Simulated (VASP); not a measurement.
# Si47C49 (a cell with a defect) in VASP: further runs, part 2 of 4

VASP 6.6.1. Earlier steps stand in the parts before.

**3. Single point, PBEsol**

INCAR

```
PREC = Accurate
ENCUT = 520
EDIFF = 1E-6
ISMEAR = -1
SIGMA = 0.05
LREAL = Auto
LASPH = T
NELM = 120
ALGO = Normal
ISIF = 2
LWAVE = F
LCHARG = F
GGA = PS
ISYM = -1
NBANDS = 246
GGA_COMPAT = F
```

KPOINTS

```
explicit points
1
Reciprocal
  0.25000000   0.25000000   0.25000000 1
```

POSCAR

```
Si47C49
1.0
    9.2342040000      0.0000000000      0.0000000000
    0.0000000000     10.6627400000      0.0000000000
    0.0000000000      0.0000000000     10.0759470000
Si C
47 49
Direct
    0.0023720000      0.0003020000      0.4998900000
    0.3336020000      0.9990090000      0.5001520000
    0.1708990000      0.2539340000      0.5004020000
    0.0041220000      0.5010280000      0.5003060000
    0.6648800000      0.0003070000      0.4998940000
    0.4961550000      0.2540000000      0.5004500000
    0.1688280000      0.7449380000      0.5005710000
    0.8336010000      0.2501560000      0.4997730000
    0.6631090000      0.5011860000      0.5004230000
    0.4984200000      0.7449010000      0.5005910000
    0.8336650000      0.7511440000      0.5005010000
    0.0008910000      0.1675860000      0.2497690000
    0.3334020000      0.1667200000      0.2503060000
    0.1705060000      0.4187370000      0.2531740000
    0.9999960000      0.6667850000      0.2505240000
    0.6659070000      0.1676210000      0.2497610000
    0.4961720000      0.4188270000      0.2531730000
    0.3334530000      0.6626440000      0.2532300000
    0.1673700000      0.9157790000      0.2499250000
    0.8334590000      0.4167300000      0.2495870000
    0.6668450000      0.6667860000      0.2505230000
    0.4994840000      0.9157820000      0.2498990000
    0.8334240000      0.9174080000      0.2502880000
    0.1670260000      0.0837930000      0.7502060000
    0.0001180000      0.3334880000      0.7497250000
    0.4997750000      0.0838060000      0.7502150000
    0.3333850000      0.3355520000      0.7445320000
    0.1686300000      0.5823450000      0.7445300000
    0.0004210000      0.8333980000      0.7502960000
    0.8334210000      0.0833000000      0.7498180000
    0.6667010000      0.3334900000      0.7497250000
    0.4982200000      0.5823480000      0.7445560000
    0.3334070000      0.8332510000      0.7499920000
    0.8334510000      0.5836170000      0.7503270000
    0.6664240000      0.8334090000      0.7502770000
    0.0004430000      0.0001520000      0.0002920000
    0.3334060000      0.0003370000      0.0000700000
    0.1672900000      0.2513710000      0.9994500000
    0.0011850000      0.4998380000      0.9996950000
    0.6663710000      0.0001520000      0.0002970000
    0.4994950000      0.2513890000      0.9994550000
    0.3333920000      0.5000820000      0.9981110000
    0.1676590000      0.7490320000      0.9996220000
    0.8334030000      0.2498680000      0.9997620000
    0.6656790000      0.4998340000      0.9997150000
    0.4991810000      0.7490350000      0.9996090000
    0.8334090000      0.7501330000      0.0003960000
    0.3338360000      0.5002860000      0.5002570000
    0.0007260000      0.0002650000      0.1879070000
    0.3334710000      0.0000090000      0.1873700000
    0.1676380000      0.2516760000      0.1881200000
    0.0014980000      0.4998740000      0.1885200000
    0.6662110000      0.0002960000      0.1879170000
    0.4992340000      0.2517430000      0.1881640000
    0.3334230000      0.5000590000      0.1843720000
    0.1679220000      0.7486150000      0.1883780000
    0.8334750000      0.2500200000      0.1870940000
    0.6653760000      0.4998290000      0.1885460000
    0.4990450000      0.7486320000      0.1883290000
    0.8334520000      0.7504070000      0.1878820000
    0.0005160000      0.0001790000      0.6874510000
    0.3333540000      0.9999840000      0.6876540000
    0.1666520000      0.2501030000      0.6872000000
    0.9995020000      0.5000710000      0.6872010000
    0.6661950000      0.0002050000      0.6874450000
    0.5000200000      0.2501240000      0.6872290000
    0.3334130000      0.5001130000      0.6651430000
    0.1666600000      0.7501220000      0.6873650000
    0.8333450000      0.2499940000      0.6872820000
    0.6671970000      0.5001070000      0.6872260000
    0.5000780000      0.7501210000      0.6873760000
    0.8333760000      0.7504370000      0.6879830000
    0.0028120000      0.1693200000      0.4379240000
    0.3335330000      0.1657010000      0.4382380000
    0.1862460000      0.4265840000      0.4448950000
    0.9994150000      0.6671300000      0.4383870000
    0.6641790000      0.1693730000      0.4379040000
    0.4805150000      0.4268510000      0.4451470000
    0.3336000000      0.6462700000      0.4452020000
    0.1688440000      0.9132020000      0.4379770000
    0.8335640000      0.4166700000      0.4377120000
    0.6677510000      0.6671690000      0.4383860000
    0.4983010000      0.9131770000      0.4379810000
    0.8335720000      0.9186840000      0.4383790000
    0.1669190000      0.0840840000      0.9384250000
    0.9999320000      0.3333630000      0.9377850000
    0.4999020000      0.0841000000      0.9384470000
    0.3333880000      0.3351030000      0.9342160000
    0.1681630000      0.5825440000      0.9343330000
    0.0006450000      0.8331720000      0.9386410000
    0.8334140000      0.0830280000      0.9380220000
    0.6668990000      0.3333580000      0.9377850000
    0.4987250000      0.5825100000      0.9343840000
    0.3334320000      0.8335630000      0.9380270000
    0.8334300000      0.5832190000      0.9389090000
    0.6662030000      0.8331710000      0.9386300000
```

Potentials or basis: VASP PAW PBE potentials, release 64 (Si, C).

Launch:

```bash
$ cat potpaw_PBE.64/Si/POTCAR potpaw_PBE.64/C/POTCAR > POTCAR
$ mpirun -np 1 vasp_std > vasp.out
```

OUTCAR:

```text
PREC = Accurate
   ENCUT = 520
   EDIFF = 1E-6
   ISMEAR = -1
   LREAL = Auto
   LASPH = T
   NELM = 120
   ISIF = 2
   GGA = PS
   ISYM = -1

 ion  position               nearest neighbor table
   1  0.002  0.000  0.500-  84 1.89  61 1.89  80 1.90  73 1.91   2 3.06  24 3.08  19 3.08  11 3.08
                             8 3.09  12 3.09  29 3.09  23 3.09  30 3.09   5 3.12   3 3.12   7 3.13
   2  0.334  0.999  0.500-  83 1.88  80 1.88  74 1.88  62 1.89   1 3.06   5 3.06  33 3.08  22 3.08
                            19 3.08  26 3.09  24 3.09  13 3.09   6 3.11   3 3.11   7 3.11  10 3.11
   3  0.171  0.254  0.500-  74 1.88  63 1.88  73 1.90  75 1.93   6 3.00  27 3.01  14 3.05   4 3.05
                            13 3.08  25 3.09  24 3.10   2 3.11  12 3.11   8 3.11   1 3.12
   4  0.004  0.501  0.500-  76 1.88  64 1.88  81 1.92  75 1.94   7 3.01  28 3.02   3 3.05  14 3.05
                            15 3.08  25 3.08  11 3.10  34 3.10   8 3.10  20 3.11
   5  0.665  0.000  0.500-  84 1.89  65 1.89  83 1.90  77 1.91   2 3.06  26 3.08  11 3.08  22 3.08
                             8 3.09  23 3.09  35 3.09  16 3.09  30 3.09   1 3.12   6 3.12  10 3.13
   6  0.496  0.254  0.500-  74 1.88  66 1.88  77 1.90  78 1.93   3 3.00  27 3.01  17 3.05   9 3.05
                            13 3.08  31 3.08  26 3.10   2 3.11  16 3.11   8 3.12   5 3.12
   7  0.169  0.745  0.501-  76 1.88  68 1.88  80 1.90  79 1.93  28 3.01   4 3.01  10 3.04  18 3.05
[... 633 lines left out ...]
    203      11.6833      0.00000
    204      11.7805      0.00000
 [bands above 204 left out]

------------------------ aborting loop because EDIFF is reached ----------------------------------------

  FORCE on cell =-STRESS in cart. coord.  units (eV):
  Direction    XX          YY          ZZ          XY          YZ          ZX
  --------------------------------------------------------------------------------------
  -------------------------------------------------------------------------------------
  Total      -12.3466289    -11.6649395    -11.6959192      2.0921656      0.1191229      1.6787381
  in kB      -19.9390663    -18.8381787    -18.8882091      3.3787222      0.1923763      2.7110616
  external PRESSURE =     -19.2218180 kB  Pullay stress =       0.0000000 kB

 VOLUME and BASIS-vectors are now :
 -----------------------------------------------------------------------------
  energy-cutoff  :      520.00
  volume of cell :      992.10
      direct lattice vectors                 reciprocal lattice vectors
     9.234204000  0.000000000  0.000000000     0.108293037  0.000000000  0.000000000
     0.000000000 10.662740000  0.000000000     0.000000000  0.093784524  0.000000000
     0.000000000  0.000000000 10.075947000     0.000000000  0.000000000  0.099246254

 POSITION                                       TOTAL-FORCE (eV/Angst)
 -----------------------------------------------------------------------------------
      0.02190      0.00322      5.03687         0.003322     -0.003031     -0.000436
      3.08055     10.65217      5.03951        -0.001611     -0.001197      0.002140
      1.57812      2.70763      5.04202        -0.004793     -0.004513      0.002117
      0.03806      5.34233      5.04106        -0.007899      0.003742      0.003156
      6.13964      0.00327      5.03691         0.000101     -0.003002      0.002095
      4.58160      2.70834      5.04251         0.003727     -0.006390      0.000249
[... 88 lines left out ...]
      7.69606      6.21871      9.46040        -0.001722      0.001557      0.003971
      6.15185      8.88389      9.45759         0.002825      0.001387      0.001507
 -----------------------------------------------------------------------------------
    total drift:                               -0.038239     -0.011070      0.001193

  FREE ENERGIE OF THE ION-ELECTRON SYSTEM (eV)
  ---------------------------------------------------
  free  energy   TOTEN  =      -764.6429452142 eV

  energy  without entropy=     -764.6429452142  energy(sigma->0) =     -764.64294521
```

It took 6.2 min on 1 thread of Intel Xeon 6975P-C (Granite Rapids), shared host; peak memory 0.89 GiB.

What came out:

| Quantity | Value |
| --- | --- |
| Free energy | -764.6429 eV |
| Pressure | -1.9 GPa |
| Largest force | 0.017 eV/Å |
| Band gap on the k mesh | 2.61 eV |

Forces on the atoms (eV/Å):
```
Si   0.003 -0.003  0.000
Si  -0.002 -0.001  0.002
Si  -0.005 -0.005  0.002
Si  -0.008  0.004  0.003
Si   0.000 -0.003  0.002
Si   0.004 -0.006  0.000
Si   0.002 -0.001 -0.002
Si  -0.001 -0.004  0.003
Si   0.007  0.004  0.004
Si  -0.006 -0.002  0.000
Si  -0.003 -0.001  0.002
Si   0.000 -0.004 -0.001
Si   0.004  0.000  0.000
Si  -0.001  0.000 -0.002
Si   0.002  0.002  0.000
Si   0.000 -0.002 -0.001
Si   0.001 -0.001 -0.007
Si  -0.002  0.001  0.008
Si  -0.001  0.000  0.001
Si   0.003  0.001 -0.001
Si  -0.003  0.003  0.001
Si   0.000 -0.001 -0.001
Si   0.005 -0.001  0.002
Si  -0.002 -0.001  0.000
Si   0.000  0.001 -0.001
Si   0.000  0.000  0.000
Si   0.000 -0.002  0.004
Si  -0.005  0.004  0.004
Si   0.001  0.000 -0.001
Si   0.002  0.000  0.001
Si  -0.003  0.000  0.000
Si   0.004  0.003  0.000
Si   0.005 -0.001 -0.001
Si   0.003 -0.001 -0.001
Si   0.001 -0.002 -0.001
Si   0.003 -0.001  0.000
Si  -0.003 -0.002  0.001
Si   0.000  0.001  0.001
Si   0.002  0.000 -0.002
Si   0.000  0.000  0.000
Si   0.000  0.002  0.000
Si  -0.001  0.001  0.004
Si   0.000  0.003  0.002
Si  -0.001  0.001  0.002
Si  -0.001 -0.001  0.001
Si  -0.003  0.001  0.001
Si  -0.002  0.002  0.000
C    0.014 -0.002  0.001
C   -0.002  0.002  0.002
C    0.004 -0.001  0.002
C    0.000  0.003  0.003
C    0.001  0.000  0.000
C   -0.003  0.001 -0.001
C    0.001 -0.001 -0.001
C    0.002  0.000  0.004
C   -0.002 -0.003 -0.003
C    0.001  0.000  0.002
C    0.000 -0.003 -0.006
C    0.000 -0.003 -0.004
C    0.002  0.000 -0.003
C   -0.002  0.001  0.001
C    0.002  0.001  0.000
C   -0.005  0.001  0.002
C    0.001 -0.003 -0.002
C   -0.002 -0.003  0.000
C    0.003  0.002 -0.001
C   -0.001  0.002 -0.012
C   -0.001  0.001  0.003
C    0.002  0.000 -0.002
C    0.003 -0.003  0.003
C   -0.004  0.002  0.000
C    0.000  0.000 -0.002
C   -0.004  0.001 -0.004
C   -0.001 -0.002 -0.006
C    0.010  0.013  0.003
C    0.002  0.003 -0.007
C   -0.002  0.012  0.007
C   -0.008  0.009  0.001
C    0.001  0.006 -0.005
C   -0.008  0.003  0.005
C   -0.002  0.002 -0.003
C    0.004  0.000 -0.002
C   -0.001 -0.002  0.000
C   -0.007  0.001 -0.002
C    0.003  0.002 -0.001
C    0.000 -0.007 -0.001
C   -0.002 -0.007 -0.005
C    0.003 -0.009  0.004
C   -0.003 -0.007  0.000
C    0.001 -0.003 -0.005
C   -0.003  0.001 -0.002
C    0.006 -0.001 -0.002
C   -0.001 -0.003  0.004
C   -0.002  0.002  0.000
C   -0.002  0.002  0.004
C    0.003  0.001  0.002
```

Stress tensor (GPa, compression positive):
```
-1.99  0.34  0.27
 0.34 -1.88  0.02
 0.27  0.02 -1.89
```

Caveat: the PAW data sets were made with another functional, which shifts forces and pressure a little.

**4. Single point, PBEsol**

INCAR

```
SYSTEM = Si47C49
PREC     = Accurate       ! precision mode
ENCUT    = 520            ! plane-wave cutoff, eV
EDIFF    = 1E-6           ! SCF threshold, eV
ISMEAR   = -1             ! smearing method
SIGMA    = 0.05           ! smearing width, eV
LREAL    = Auto         
LASPH    = .TRUE.         ! aspherical terms in the spheres
NELM     = 120            ! most SCF steps
ALGO     = Normal         ! electronic algorithm
ISIF     = 2              ! what is computed and relaxed
LWAVE    = .FALSE.        ! write WAVECAR
LCHARG   = .FALSE.        ! write CHGCAR
GGA      = PS             ! functional
NBANDS   = 246            ! bands
NELECT   = 382.0        
ISYM     = -1           
GGA_COMPAT= .FALSE.
```

KPOINTS is that of step 3.

POSCAR

```
Si47C49
1.0
    9.2342040000      0.0000000000      0.0000000000
    0.0000000000     10.6627400000      0.0000000000
    0.0000000000      0.0000000000     10.0759470000
Si C
47 49
Direct
    0.0015400000      0.0002830000      0.5000950000
    0.3326920000      0.9988760000      0.5004280000
    0.1698160000      0.2535630000      0.5008960000
    0.0027190000      0.5006400000      0.5007380000
    0.6641390000      0.9999650000      0.5000830000
    0.4956860000      0.2536440000      0.5004760000
    0.1680630000      0.7451940000      0.5006110000
    0.8325800000      0.2499800000      0.5000860000
    0.6618440000      0.5010340000      0.5006170000
    0.4974130000      0.7446220000      0.5008380000
    0.8328420000      0.7509400000      0.5007910000
    0.0015630000      0.1677770000      0.2501080000
    0.3342530000      0.1668950000      0.2505770000
    0.1714940000      0.4189880000      0.2536040000
    0.0008600000      0.6668930000      0.2506830000
    0.6666380000      0.1676660000      0.2500220000
    0.4967570000      0.4189090000      0.2533040000
    0.3341830000      0.6625630000      0.2534740000
    0.1681290000      0.9159610000      0.2501640000
    0.8340670000      0.4169030000      0.2498090000
    0.6675790000      0.6668470000      0.2506920000
    0.5003190000      0.9158480000      0.2500810000
    0.8342230000      0.9175160000      0.2504560000
    0.1662610000      0.0834370000      0.7506760000
    0.9990920000      0.3331340000      0.7502450000
    0.4990230000      0.0836520000      0.7505140000
    0.3323490000      0.3351510000      0.7450980000
    0.1674710000      0.5820390000      0.7450960000
    0.9996610000      0.8331520000      0.7506450000
    0.8326510000      0.0830630000      0.7501690000
    0.6659340000      0.3333290000      0.7500800000
    0.4972980000      0.5821160000      0.7446180000
    0.3327480000      0.8330570000      0.7503680000
    0.8324730000      0.5834450000      0.7507440000
    0.6656110000      0.8333030000      0.7506020000
    0.0013800000      0.0004240000      0.0006460000
    0.3344860000      0.0005960000      0.0004110000
    0.1682140000      0.2516350000      0.9999140000
    0.0021390000      0.4999690000      0.0000700000
    0.6673940000      0.0003080000      0.0005490000
    0.5004920000      0.2515180000      0.9998460000
    0.3343690000      0.5002520000      0.9983490000
    0.1686460000      0.7492890000      0.0000160000
    0.8342400000      0.2500660000      0.0001400000
    0.6665530000      0.4999950000      0.9999570000
    0.5001390000      0.7491810000      0.9998470000
    0.8343960000      0.7502810000      0.0006200000
    0.3318220000      0.4997050000      0.5011990000
    0.0007370000      0.0003230000      0.1877040000
    0.3334680000      0.0001020000      0.1871900000
    0.1675950000      0.2517960000      0.1880620000
    0.0015230000      0.4997390000      0.1883570000
    0.6661610000      0.0003070000      0.1876170000
    0.4991890000      0.2518420000      0.1879390000
    0.3334040000      0.5000640000      0.1840100000
    0.1680240000      0.7485790000      0.1881420000
    0.8333820000      0.2500210000      0.1869270000
    0.6651630000      0.4998030000      0.1882270000
    0.4988960000      0.7485820000      0.1880340000
    0.8333880000      0.7503490000      0.1875600000
    0.0006560000      0.0001980000      0.6871780000
    0.3334530000      0.0001120000      0.6873530000
    0.1665310000      0.2501850000      0.6870510000
    0.9994250000      0.5000350000      0.6869760000
    0.6662450000      0.0003390000      0.6870890000
    0.4999780000      0.2504810000      0.6867470000
    0.3332250000      0.5001100000      0.6641680000
    0.1669810000      0.7500310000      0.6868870000
    0.8332370000      0.2500400000      0.6870400000
    0.6671640000      0.5001700000      0.6868840000
    0.5001490000      0.7501570000      0.6869910000
    0.8335050000      0.7504910000      0.6876730000
    0.0025670000      0.1696820000      0.4377300000
    0.3334810000      0.1659910000      0.4379740000
    0.1868450000      0.4269720000      0.4450480000
    0.9997180000      0.6668620000      0.4380080000
    0.6642290000      0.1690970000      0.4376100000
    0.4803520000      0.4270650000      0.4446030000
    0.3337180000      0.6459660000      0.4447320000
    0.1686450000      0.9134790000      0.4376870000
    0.8331890000      0.4168970000      0.4374270000
    0.6676800000      0.6672300000      0.4379870000
    0.4982490000      0.9130840000      0.4376430000
    0.8336610000      0.9185110000      0.4379980000
    0.1671530000      0.0841710000      0.9382240000
    0.0001030000      0.3333340000      0.9376040000
    0.5001670000      0.0842230000      0.9380680000
    0.3335240000      0.3351350000      0.9339050000
    0.1683120000      0.5825430000      0.9339780000
    0.0009230000      0.8332010000      0.9383050000
    0.8336560000      0.0830860000      0.9377370000
    0.6670540000      0.3334110000      0.9374740000
    0.4987870000      0.5825370000      0.9337450000
    0.3336800000      0.8336550000      0.9377030000
    0.8336100000      0.5831670000      0.9386100000
    0.6664320000      0.8331870000      0.9382740000
```

Launch:

```bash
$ cat potpaw_PBE.64/Si/POTCAR potpaw_PBE.64/C/POTCAR > POTCAR
$ mpirun -np 1 vasp_std > vasp.out
```

Run time: 6.3 min. Hardware: 1 thread of Intel Xeon 6975P-C (Granite Rapids), shared host; peak memory 0.88 GiB.

Results (log left out):

```
Free energy   : -780.4981 eV
Largest force : 0.053 eV/Å
```

Forces in eV/Å, atoms in the order of the input:
```
Si   0.007  0.011 -0.013
Si   0.017  0.013 -0.017
Si   0.011  0.014 -0.021
Si   0.017  0.009 -0.023
Si   0.001  0.005 -0.020
Si   0.002  0.005 -0.016
Si   0.000  0.000 -0.015
Si   0.009  0.008 -0.018
Si   0.022  0.003 -0.017
Si   0.009  0.014 -0.026
Si   0.014  0.001 -0.020
Si  -0.019 -0.004 -0.019
Si  -0.027 -0.007 -0.017
Si  -0.032 -0.008 -0.013
Si  -0.027 -0.008 -0.012
Si  -0.025 -0.008 -0.025
Si  -0.021 -0.002 -0.022
Si  -0.021  0.001 -0.020
Si  -0.024 -0.009 -0.022
Si  -0.014 -0.005 -0.015
Si  -0.029 -0.003 -0.018
Si  -0.022 -0.008 -0.018
Si  -0.023 -0.008 -0.015
Si   0.010  0.012 -0.015
Si   0.013  0.011 -0.016
Si   0.009  0.017 -0.019
Si   0.016  0.013 -0.021
Si   0.017  0.020 -0.017
Si   0.016  0.012 -0.015
Si   0.016  0.015 -0.013
Si   0.000  0.005 -0.014
Si   0.007  0.006 -0.012
Si   0.013  0.005 -0.015
Si   0.016  0.012 -0.019
Si   0.016  0.005 -0.019
Si  -0.015 -0.017 -0.010
Si  -0.026 -0.016 -0.014
Si  -0.023 -0.010 -0.012
Si  -0.020 -0.014 -0.008
Si  -0.023 -0.010 -0.012
Si  -0.020 -0.003 -0.015
Si  -0.021 -0.012 -0.008
Si  -0.018 -0.009 -0.012
Si  -0.016 -0.008 -0.011
Si  -0.024 -0.016 -0.009
Si  -0.022 -0.013 -0.009
Si  -0.020 -0.008 -0.011
C    0.027  0.020 -0.041
C    0.021  0.009  0.017
C    0.026  0.006  0.018
C    0.021  0.009  0.018
C    0.020  0.009  0.015
C    0.021  0.003  0.020
C    0.025  0.005  0.021
C    0.027  0.010  0.025
C    0.018  0.010  0.015
C    0.022  0.007  0.017
C    0.022  0.009  0.009
C    0.021  0.005  0.015
C    0.027  0.009  0.017
C   -0.010 -0.009  0.009
C   -0.007 -0.002  0.013
C   -0.015 -0.013  0.019
C   -0.011 -0.015  0.015
C   -0.014 -0.012  0.018
C    0.001 -0.013  0.023
C   -0.003 -0.006  0.028
C   -0.013 -0.004  0.021
C   -0.002 -0.012  0.013
C   -0.010 -0.011  0.017
C   -0.014  0.000  0.016
C   -0.011 -0.015  0.017
C   -0.006 -0.015  0.008
C   -0.007 -0.017  0.008
C   -0.034 -0.024  0.002
C   -0.015  0.011  0.011
C   -0.008  0.002  0.019
C   -0.014  0.003  0.027
C   -0.002 -0.013  0.030
C   -0.008 -0.004  0.015
C   -0.010 -0.010  0.010
C   -0.001 -0.001  0.008
C   -0.009 -0.002  0.013
C   -0.015 -0.004  0.017
C    0.025  0.010  0.017
C    0.017  0.001  0.020
C    0.019  0.001  0.017
C    0.025 -0.002  0.023
C    0.010  0.001  0.016
C    0.016  0.000  0.015
C    0.012  0.006  0.010
C    0.025  0.007  0.018
C    0.018  0.007  0.021
C    0.011  0.012  0.016
C    0.016  0.011  0.017
C    0.020  0.009  0.014
```

Levels at points of the mesh, in eV from the Fermi level:
| k point | band 188 | band 189 | band 190 | band 191 | band 192 | band 193 | band 194 | band 195 |
| --- | --- | --- | --- | --- | --- | --- | --- | --- |
| (0.25, 0.25, 0.25) | -0.42 | -0.33 | -0.32 | -0.12 | 0.11 | 2.73 | 2.90 | 3.04 |

Caveat: the cell carries a net charge on a neutralising background, which shifts energy and pressure; the cell is charged against a uniform background, so pressure and absolute levels hang on convention; the PAW data sets were made with another functional, which shifts forces and pressure a little.

[end of part 2 of 4]
